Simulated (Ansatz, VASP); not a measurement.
# One calculation of BN, two programs

The input POSCAR:

```
BN
1.0
    0.0000000000      1.8401960150      1.7858059850
    1.8401960150      0.0000000000      1.7858059850
    1.8401960150      1.8401960150      0.0000000000
B N
1 1
Direct
    0.0000000000      0.0000000000      0.0000000000
    0.7500000000      0.7500000000      0.7500000000
```

Contents of INCAR.step1:

```
SYSTEM = BN
ALGO = Normal
EDIFF = 1E-4
ENCUT = 520
GGA = PE
ISMEAR = 0
LASPH = .TRUE.
LCHARG = .FALSE.
LREAL = .FALSE.
LWAVE = .TRUE.
NBANDS = 11
NELM = 80
PREC = Accurate
SIGMA = 0.05
```

The input INCAR.step2:

```
SYSTEM = BN
ALGO = Normal
EDIFF = 1E-6
ENCUT = 520
ISIF = 2
ISMEAR = 0
ISTART = 1
LASPH = .TRUE.
LCHARG = .TRUE.
LELF = .TRUE.
LMIXTAU = .TRUE.
LREAL = .FALSE.
LVHAR = .TRUE.
LWAVE = .FALSE.
METAGGA = R2SCAN
NBANDS = 11
NELM = 80
PREC = Accurate
SIGMA = 0.05
```

The input KPOINTS:

```
k-points
0
G
  12 12 12
  0 0 0
```

Input for Ansatz:

```yaml
crystal:
  lattice:
    - [0.0, 1.840196015, 1.785805985]
    - [1.840196015, 0.0, 1.785805985]
    - [1.840196015, 1.840196015, 0.0]
  atoms:
    - { symbol: B, position: [0.0, 0.0, 0.0] }
    - { symbol: "N", position: [0.75, 0.75, 0.75] }
basis:
  ecutwfc: 500
kpoints:
  mp_grid: { grid: [12, 12, 12] }
hamiltonian:
  xc: r2scan
scf:
  occupations: { method: gaussian, width: 0.05 }
output:
  forces: true
  stress: true
  eigenvalues: true
  write_density: true
  write_potential: true
  elf: true
  volumetric_format: npy
```

Change from the starting cell: strain +0.015 along x and y, -0.015 along z, atoms carried along.

Alike in both runs: task single point; functional r2SCAN; k mesh 12 × 12 × 12; occupations gaussian, width 0.05 eV; no spin polarisation.

```csv
,VASP,Ansatz
version,VASP 6.6.1,Ansatz 0.2.0
potentials or method,"VASP PAW PBE potentials, release 64 (B, N), cutoff 520 eV","scalar-relativistic, plane waves, PAW"
valence electrons in the cell,8,8
```

|  | VASP | Ansatz | Ansatz less VASP |
| --- | --- | --- | --- |
| gap on the k mesh at the Fermi level (eV) | 4.42 | 4.44 | +0.020 |
| least direct gap on the mesh (eV) | 9.09 | 9.12 | +0.035 |
| pressure (GPa) | -9.5 | -10.5 | -1.01 |
| traceless stress, the component that is largest in VASP (GPa) | 12.04 | 12.08 | +0.034 |

VASP's potentials were made for PBE, not for r2SCAN. With one functional, cell and mesh, what is left measures potentials, basis and numerics.
